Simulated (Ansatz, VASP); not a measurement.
One calculation of AlNi3, two programs

The input INCAR:

```
SYSTEM = AlNi3
ALGO = Normal
EDIFF = 1E-6
ENCUT = 520
GGA = PE
ISIF = 2
ISMEAR = 0
LASPH = .True.
LCHARG = .False.
LREAL = .False.
LWAVE = .False.
NBANDS = 24
NELM = 100
PREC = Accurate
SIGMA = 0.1
```

KPOINTS

```
k-points
0
Gamma
  2 2 2
  0 0 0
```

The input POSCAR:

```
AlNi3
1.0
    0.0000000000      2.8018887551      2.8018887551
    2.8018887551      0.0000000000      2.8018887551
    2.8018887551      2.8018887551      0.0000000000
Al Ni
1 3
Direct
    0.5000000000      0.5000000000      0.5000000000
    0.2500000000      0.2500000000      0.2500000000
    0.0000000000      0.0000000000      0.0000000000
    0.7500000000      0.7500000000      0.7500000000
```

Input for Ansatz:

```yaml
crystal:
  lattice:
    - [0.0, 2.8018887551, 2.8018887551]
    - [2.8018887551, 0.0, 2.8018887551]
    - [2.8018887551, 2.8018887551, 0.0]
  atoms:
    - { symbol: Al, position: [0.5, 0.5, 0.5] }
    - { symbol: Ni, position: [0.25, 0.25, 0.25] }
    - { symbol: Ni, position: [0.0, 0.0, 0.0] }
    - { symbol: Ni, position: [0.75, 0.75, 0.75] }
basis:
  ecutwfc: 420
kpoints:
  mp_grid: { grid: [2, 2, 2] }
hamiltonian:
  xc: pbe
scf:
  occupations: { method: gaussian, width: 0.1 }
output:
  forces: true
  stress: true
  eigenvalues: true
```

Alike in both runs: task single point; functional PBE; k mesh 2 × 2 × 2; occupations gaussian, width 0.1 eV; no spin polarisation.

|  | VASP | Ansatz |
| --- | --- | --- |
| version | VASP 6.6.1 | Ansatz 0.2.0 |
| potentials or method | VASP PAW PBE potentials, release 64 (Al, Ni), cutoff 520 eV | scalar-relativistic, plane waves, PAW |
| valence electrons in the cell | 33 | 57 |

Ansatz gave:

```
gap on the k mesh at the Fermi level (eV) : none
pressure (GPa)                            : 7.1
```

Problem. Which values does VASP return?

Solution. gap on the k mesh at the Fermi level (eV): none; pressure (GPa): 6.8.

A gap of «none» marks a metal or a gap that the smearing closes. VASP's potentials hold 33 valence electrons a cell and Ansatz's 57, so a difference there can come from the potentials and not from the codes.

The k mesh is coarse, so the values compare programs but aren't converged.
